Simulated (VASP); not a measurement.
## Cd: single point with r2SCAN

The system is Cd.

```
Cd
1.0
     0.00000    2.24069    2.24069
     2.24069    0.00000    2.24069
     2.24069    2.24069    0.00000
Cd
1
Direct
  0.00000 0.00000 0.00000
```

```json
{
  "Program": "VASP 6.6.1",
  "Task": "single point",
  "Functional": "r2SCAN",
  "Potentials or basis": "VASP PAW PBE potentials, release 64 (Cd)",
  "Cutoff": "520 eV",
  "k mesh": "16 × 16 × 16",
  "Occupations": "gaussian, width 0.05 eV",
  "Spin": "no spin polarisation"
}
```

```yaml
Pressure: -1.3 GPa
Band_gap_on_the_k_mesh: zero (band 6 reaches 4.69 eV, above the bottom of band 7 at 1.20 eV)
```

Levels at points of the mesh, in eV from the Fermi level:
```
           k point  band 4  band 5  band 6  band 7  band 8  band 9
(0.00, 0.00, 0.00)   -9.07   -9.07   -8.91   14.31   15.39   15.39
(0.50, 0.00, 0.00)   -8.71   -8.71   -2.29   -1.38   12.92   12.92
(0.50, 0.50, 0.00)   -8.62   -8.62   -0.82    1.44    7.05    7.05
```

Wall time 58 s on 1 thread of Intel(R) Xeon(R) Platinum 8488C (Sapphire Rapids) (shared host), peak memory 0.17 GiB.

Caveat: the PAW data sets were made with another functional, which shifts forces and pressure a little.
